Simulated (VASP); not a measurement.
# Y (I4/mmm) in VASP: a series of runs

Y is run at these levels: PBEsol; tasks: single point.

Program: VASP 6.6.1. These are calculated values, not measurements. Logs are shortened: lines on timing, memory, paths and dates and some standing lists are left out, and cuts for length are marked.

## 1. The cell of the first run

Symmetry: I4/mmm, No. 139, tetragonal system. The conventional cell has a = 3.818 Å, b = 3.818 Å, c = 4.211 Å, α = 90.00°, β = 90.00°, γ = 90.00°. Y (site symmetry 4/mmm) has 14 Y at 3.42 to 4.21 Å within 4.5 Å.

## 2. Single point, PBEsol

INCAR

```
  PREC = Accurate
  ENCUT = 520
  EDIFF = 1E-7
  ISMEAR = 0
  SIGMA = 0.15
  LREAL = F
  LASPH = T
  NELM = 60
  ALGO = Fast
  ISIF = 2
  LWAVE = F
  LCHARG = T
  GGA = PS
  LELF = T
  LVHAR = T
  NBANDS = 12
```

KPOINTS

```
Automatic mesh
0
Gamma
  18 18 18
```

POSCAR

```
Y
1.0
    0.0000000000      2.6995716510      2.1056658878
    2.6995716510      0.0000000000      2.1056658878
    2.6995716510      2.6995716510      0.0000000000
Y
1
Direct
    0.0000000000      0.0000000000      0.0000000000
```

Potentials or basis: VASP PAW PBE potentials, release 64 (Y_sv).

Command:

```bash
$ cat potpaw_PBE.64/Y_sv/POTCAR > POTCAR
$ mpirun -np 1 vasp_std > vasp.out
```

OUTCAR:

```text
PREC = Accurate
   ENCUT = 520
   EDIFF = 1E-7
   ISMEAR = 0
   LREAL = F
   LASPH = T
   NELM = 60
   ISIF = 2
   GGA = PS

 ion  position               nearest neighbor table
   1  0.000  0.000  0.000-

  LATTYP: Found a body centered tetragonal cell.
 ALAT       =     3.8177708414
 C/A-ratio  =     1.1030865787

  Lattice vectors:

 A1 = (   0.0000000000,  -2.6995716510,  -2.1056658878)
 A2 = (   0.0000000000,   2.6995716510,  -2.1056658878)
 A3 = (   2.6995716510,   0.0000000000,   2.1056658878)

Analysis of symmetry for initial positions (statically):
=====================================================================
 Subroutine PRICEL returns:
 Original cell was already a primitive cell.

 Routine SETGRP: Setting up the symmetry group for a
 body centered tetragonal supercell.

 Subroutine GETGRP returns: Found 16 space group operations
 (whereof 16 operations were pure point group operations)
 out of a pool of 16 trial point group operations.

The static configuration has the point symmetry D_4h.

Analysis of symmetry for dynamics (positions and initial velocities):
=====================================================================
 Subroutine PRICEL returns:
 Original cell was already a primitive cell.

 Routine SETGRP: Setting up the symmetry group for a
 body centered tetragonal supercell.

 Subroutine GETGRP returns: Found 16 space group operations
 (whereof 16 operations were pure point group operations)
 out of a pool of 16 trial point group operations.

The dynamic configuration has the point symmetry D_4h.

 Subroutine INISYM returns: Found 16 space group operations
 (whereof 16 operations are pure point group operations),
 and found     1 'primitive' translations

----------------------------------------------------------------------------------------

                                     Primitive cell

  volume of cell :      30.6909

  direct lattice vectors                    reciprocal lattice vectors
     0.000000000  2.699571651  2.105665888    -0.185214569  0.185214569  0.237454576
     2.699571651  0.000000000  2.105665888     0.185214569 -0.185214569  0.237454576
     2.699571651  2.699571651  0.000000000     0.185214569  0.185214569 -0.237454576

  length of vectors
     3.423669950  3.423669950  3.817770841     0.353544267  0.353544267  0.353544267

  position of ions in fractional coordinates (direct lattice)
     0.000000000  0.000000000  0.000000000

  ion indices of the primitive-cell ions
   primitive index   ion index
                 1           1

----------------------------------------------------------------------------------------

 KPOINTS: Automatic mesh

Automatic generation of k-mesh.
 Grid dimensions read from file:
 generate k-points for:   18   18   18

 Generating k-lattice:

  Cartesian coordinates                     Fractional coordinates (reciprocal lattice)
    -0.010289698  0.010289698  0.013191921     0.055555556 -0.000000000  0.000000000
     0.010289698 -0.010289698  0.013191921    -0.000000000  0.055555556  0.000000000
     0.010289698  0.010289698 -0.013191921     0.000000000  0.000000000  0.055555556

  Length of vectors
     0.019641348  0.019641348  0.019641348

  Shift w.r.t. Gamma in fractional coordinates (k-lattice)
     0.000000000  0.000000000  0.000000000

 Subroutine IBZKPT returns following result:
 ===========================================

 Found    480 irreducible k-points:

 Following reciprocal coordinates:
            Coordinates               Weight
  0.000000  0.000000  0.000000      1.000000
  0.055556 -0.000000  0.000000      8.000000
  0.111111 -0.000000  0.000000      8.000000
  0.166667 -0.000000  0.000000      8.000000
  0.222222 -0.000000  0.000000      8.000000
  0.277778  0.000000  0.000000      8.000000
[... 16 lines left out ...]
 -0.277778  0.055556  0.000000      8.000000
 -0.222222  0.055556  0.000000      8.000000
 [... further k-points ...]
   k-points           NKPTS =    480   k-points in BZ     NKDIM =    480   number of bands    NBANDS=     12
   number of dos      NEDOS =    301   number of ions     NIONS =      1
   total plane-waves  NPLWV =  21952
   dimension x,y,z NGX =    28 NGY =   28 NGZ =   28
   dimension x,y,z NGXF=    56 NGYF=   56 NGZF=   56
   ions per type =               1
   NGX,Y,Z   is equivalent  to a cutoff of  13.60, 13.60, 12.19 a.u.
   NGXF,Y,Z  is equivalent  to a cutoff of  27.19, 27.19, 24.39 a.u.
 SYSTEM =  unknown system
   PREC   = accura    normal or accurate (medium, high low for compatibility)
   ISTART =      0    job   : 0-new  1-cont  2-samecut
   ICHARG =      2    charge: 1-file 2-atom 10-const
   ISPIN  =      1    spin polarized calculation?
   LNONCOLLINEAR =      F non collinear calculations
   LSORBIT =      F    spin-orbit coupling
   LASPH  =      T    aspherical Exc in radial PAW
   ENCUT  =  520.0 eV  38.22 Ry    6.18 a.u.   6.37  6.37  7.10*2*pi/ulx,y,z
   NELM   =     60;   NELMIN=  2; NELMDL= -5     # of ELM steps
   EDIFF  = 0.1E-06   stopping-criterion for ELM
   LREAL  =      F    real-space projection
   EDIFFG = 0.1E-05   stopping-criterion for IOM
   NSW    =      0    number of steps for IOM
   IBRION =     -1    ionic relax: 0-MD 1-quasi-New 2-CG
   NFREE  =      0    steps in history (QN), initial steepest desc. (CG)
   ISIF   =      2    stress and relaxation
   ISYM   =      2    0-nonsym 1-usesym 2-fastsym
   POTIM  = 0.5000    time-step for ionic-motion
   TEBEG  =    0.0;   TEEND  =   0.0 temperature during run
   PSTRESS=    0.0 pullay stress
   NELECT =      11.0000    total number of electrons
   NUPDOWN=      -1.0000    fix difference up-down
   EMIN   =  10.00;   EMAX   =-10.00  energy-range for DOS
   EFERMI =   0.00;   METHOD = LEGACY
   ISMEAR =     0;   SIGMA  =   0.15  broadening in eV -4-tet -1-fermi 0-gaus
   EFERMI_NEDOS =   21; number of points for ismear=-14 and -15
   IALGO  =     68    algorithm
   IMIX   =      4    mixing-type and parameters
     AMIX     =   0.40;   BMIX     =  1.00
     AMIX_MAG =   1.60;   BMIX_MAG =  1.00
  volume/ion in A,a.u.               =      30.69       207.11
  Fermi-wavevector in a.u.,A,eV,Ry     =   1.162883  2.197530 18.399114  1.352297
  Thomas-Fermi vector in A             =   2.299439
   LORBIT       =      0    0 simple, 1 ext, 2 COOP (PROOUT), +10 PAW based schemes
   GGA     = PS    functional components
   LHFCALC =     F    Hartree Fock is set to
   AEXX    =    0.0000 exact exchange contribution
   IVDW    =     0    specifies the selected vdW correction
   LEPSILON=     F    determine dielectric tensor
   LRPA    =     F    only Hartree local field effects (RPA)
 non-spin polarized calculation
 RMM-DIIS sequential band-by-band and
 Gauss-broadening in eV      SIGMA  =   0.15
  energy-cutoff  :      520.00
  volume of cell :       30.69
 maximum number of plane-waves:       847
 NGX is ok and might be reduce to    28

 number of electron      11.0000001 magnetization

 Free energy of the ion-electron system (eV)
  ---------------------------------------------------
  ext. energy  EPLUGINS =         0.00000000
  ---------------------------------------------------
  free energy    TOTEN  =        -6.72803499 eV

  energy without entropy =       -6.70471041  energy(sigma->0) =       -6.71637270

 E-fermi :   3.3292     XC(G=0):  -9.8020

 val. band max:        3.3263606524   @ k =  -0.1111   0.4444   0.3333
 cond. band min:       3.3309742737   @ k =  -0.4444   0.1667   0.0000
 fundamental gap:      0.0046136213
 Fermi energy:         3.3292140724

 k-point     1 :       0.0000    0.0000    0.0000
  band No.  band energies     occupation
      1     -39.2196      2.00000
      2     -18.8822      2.00000
      3     -18.8822      2.00000
      4     -18.8781      2.00000
      5      -1.5795      2.00000
      6       4.8820      0.00000
      7       4.8820      0.00000
      8       5.6679      0.00000
      9       6.5786      0.00000
     10       7.6388      0.00000
     11      13.1551      0.00000
     12      14.3269      0.00000

 k-point     2 :       0.0556   -0.0000    0.0000
  band No.  band energies     occupation
      1     -39.2170      2.00000
      2     -18.9031      2.00000
      3     -18.8883      2.00000
      4     -18.8799      2.00000
      5      -1.4942      2.00000
      6       4.8588      0.00000
      7       4.9010      0.00000
      8       5.6690      0.00000
      9       6.5162      0.00000
     10       7.5891      0.00000
     11      13.3398      0.00000
     12      14.4458      0.00000

 k-point     3 :       0.1111   -0.0000    0.0000
  band No.  band energies     occupation
      1     -39.2093      2.00000
      2     -18.9675      2.00000
      3     -18.9056      2.00000
      4     -18.8802      2.00000
      5      -1.2455      2.00000
      6       4.7613      0.00000
      7       4.8920      0.00000
      8       5.7516      0.00000
      9       6.3922      0.00000
     10       7.4824      0.00000
     11      13.7691      0.00000
     12      14.7363      0.00000

 k-point     4 :       0.1667   -0.0000    0.0000
  band No.  band energies     occupation
      1     -39.1975      2.00000
      2     -19.0647      2.00000
      3     -18.9320      2.00000
      4     -18.8804      2.00000
      5      -0.8555      2.00000
      6       4.5472      0.00000
      7       4.7612      0.00000
      8       6.0402      0.00000
      9       6.3349      0.00000
     10       7.3860      0.00000
     11      14.0625      0.00000
     12      15.0118      0.00000

 k-point     5 :       0.2222   -0.0000    0.0000
  band No.  band energies     occupation
      1     -39.1830      2.00000
      2     -19.1814      2.00000
      3     -18.9641      2.00000
      4     -18.8808      2.00000
      5      -0.3632      2.00000
      6       4.2536      0.00000
      7       4.5455      0.00000
      8       6.3884      0.00000
      9       6.5277      0.00000
     10       7.3466      0.00000
     11      13.7898      0.00000
     12      15.1202      0.00000
[... 228 lines left out ...]
      1     -39.1382      2.00000
      2     -19.5045      2.00000
      3     -19.0609      2.00000
      4     -18.9024      2.00000
      5       1.0997      2.00000
      6       3.8620      0.00000
      7       4.0055      0.00000
      8       6.3082      0.00000
      9       8.0189      0.00000
     10       8.5571      0.00000
     11      12.4422      0.00000
     12      12.5977      0.00000

 k-point    22 :      -0.3333    0.0556    0.0000
  band No.  band energies     occupation
      1     -39.1497      2.00000
      2     -19.4187      2.00000
      3     -19.0348      2.00000
      4     -18.9041      2.00000
      5       0.7690      2.00000
      6       3.8317      0.00000
      7       4.1621      0.00000
      8       6.2287      0.00000
      9       7.7933      0.00000
     10       7.8942      0.00000
     11      13.0515      0.00000
     12      13.2672      0.00000

 k-point    23 :      -0.2778    0.0556    0.0000
  band No.  band energies     occupation
      1     -39.1641      2.00000
      2     -19.3100      2.00000
      3     -19.0028      2.00000
      4     -18.9051      2.00000
      5       0.2938      2.00000
      6       3.9739      0.00000
      7       4.3715      0.00000
      8       6.1535      0.00000
      9       7.0512      0.00000
     10       7.7265      0.00000
     11      13.6629      0.00000
     12      14.2073      0.00000

 k-point    24 :      -0.2222    0.0556    0.0000
  band No.  band energies     occupation
      1     -39.1794      2.00000
      2     -19.1907      2.00000
      3     -18.9687      2.00000
      4     -18.9051      2.00000
      5      -0.2360      2.00000
      6       4.2322      0.00000
      7       4.6148      0.00000
      8       6.1393      0.00000
      9       6.4007      0.00000
     10       7.5636      0.00000
     11      14.1881      0.00000
     12      15.0590      0.00000

 [... further k-points ...]

------------------------ aborting loop because EDIFF is reached ----------------------------------------

  FORCE on cell =-STRESS in cart. coord.  units (eV):
  Direction    XX          YY          ZZ          XY          YZ          ZX
  --------------------------------------------------------------------------------------
  -------------------------------------------------------------------------------------
  Total       -0.1443938     -0.1443938      0.5284791      0.0000000      0.0000000      0.0000000
  in kB       -7.5378929     -7.5378929     27.5885705      0.0000000      0.0000000      0.0000000
  external PRESSURE =       4.1709282 kB  Pullay stress =       0.0000000 kB

 VOLUME and BASIS-vectors are now :
 -----------------------------------------------------------------------------
  energy-cutoff  :      520.00
  volume of cell :       30.69
      direct lattice vectors                 reciprocal lattice vectors
     0.000000000  2.699571651  2.105665888    -0.185214569  0.185214569  0.237454576
     2.699571651  0.000000000  2.105665888     0.185214569 -0.185214569  0.237454576
     2.699571651  2.699571651  0.000000000     0.185214569  0.185214569 -0.237454576

 POSITION                                       TOTAL-FORCE (eV/Angst)
 -----------------------------------------------------------------------------------
      0.00000      0.00000      0.00000         0.000000      0.000000     -0.000000
 -----------------------------------------------------------------------------------
    total drift:                               -0.000000     -0.000000     -0.000000

  FREE ENERGIE OF THE ION-ELECTRON SYSTEM (eV)
  ---------------------------------------------------
  free  energy   TOTEN  =        -6.7280349861 eV

  energy  without entropy=       -6.7047104133  energy(sigma->0) =       -6.71637270
```

Wall time 4.2 min (1 thread of Intel Xeon Platinum 8259CL at 2.50GHz (Skylake/Cascade Lake), shared host); peak memory 0.33 GiB.

Results:

```
Free energy : -6.7280 eV
Pressure    : 0.4 GPa
```

Caveat: the PAW data sets were made with another functional, which shifts forces and pressure a little.

## 3. Single point, PBEsol

This run uses another cell than the first one, of the same volume but with other edges.

INCAR

```
ALGO     = Fast           # electronic algorithm
EDIFF    = 1E-7           # SCF threshold, eV
ENCUT    = 520            # plane-wave cutoff, eV
GGA      = PS             # functional
ISIF     = 2              # what is computed and relaxed
ISMEAR   = 0              # smearing method
LASPH    = T              # aspherical terms in the spheres
LCHARG   = F              # write CHGCAR
LREAL    = F              # projectors in reciprocal space
LWAVE    = F              # write WAVECAR
NBANDS   = 12             # bands
NELM     = 60             # most SCF steps
PREC     = Accurate       # precision mode
SIGMA    = 0.15           # smearing width, eV
```

KPOINTS

```
k-points
0
Gamma
  18 18 18
```

POSCAR

```
Y
1.0
    0.0000000000      2.2769069128      2.9599789866
    2.2769069128      0.0000000000      2.9599789866
    2.2769069128      2.2769069128      0.0000000000
Y
1
Direct
    0.0000000000      0.0000000000      0.0000000000
```

Potentials or basis: VASP PAW PBE potentials, release 64 (Y_sv).

Command:

```bash
$ cat potpaw_PBE.64/Y_sv/POTCAR > POTCAR
$ mpirun -np 1 vasp_std > vasp.out
```

Run time: 3.2 min. Hardware: 1 thread of Intel Xeon Platinum 8259CL at 2.50GHz (Skylake/Cascade Lake), shared host; peak memory 0.32 GiB.

The run converged. Its results:

```
Free energy : -6.6557 eV
Pressure    : 0.0 GPa
```

Stress tensor (GPa, compression positive):
```
 3.31  0.00  0.00
 0.00  3.31  0.00
 0.00  0.00 -6.56
```

Levels at points of the mesh, in eV from the Fermi level:
| k point | band 3 | band 4 | band 5 | band 6 | band 7 | band 8 |
| --- | --- | --- | --- | --- | --- | --- |
| (0.00, 0.00, 0.00) | -22.13 | -22.13 | -4.78 | 0.44 | 1.82 | 2.99 |
| (0.50, 0.00, 0.00) | -22.34 | -22.10 | -1.95 | 0.61 | 0.98 | 2.87 |
| (0.50, 0.50, 0.00) | -22.22 | -22.22 | -2.16 | -0.73 | 0.56 | 5.81 |
| (0.50, 0.00, 0.50) | -22.77 | -22.29 | -1.87 | -0.77 | 3.65 | 4.28 |

Caveat: the PAW data sets were made with another functional, which shifts forces and pressure a little.
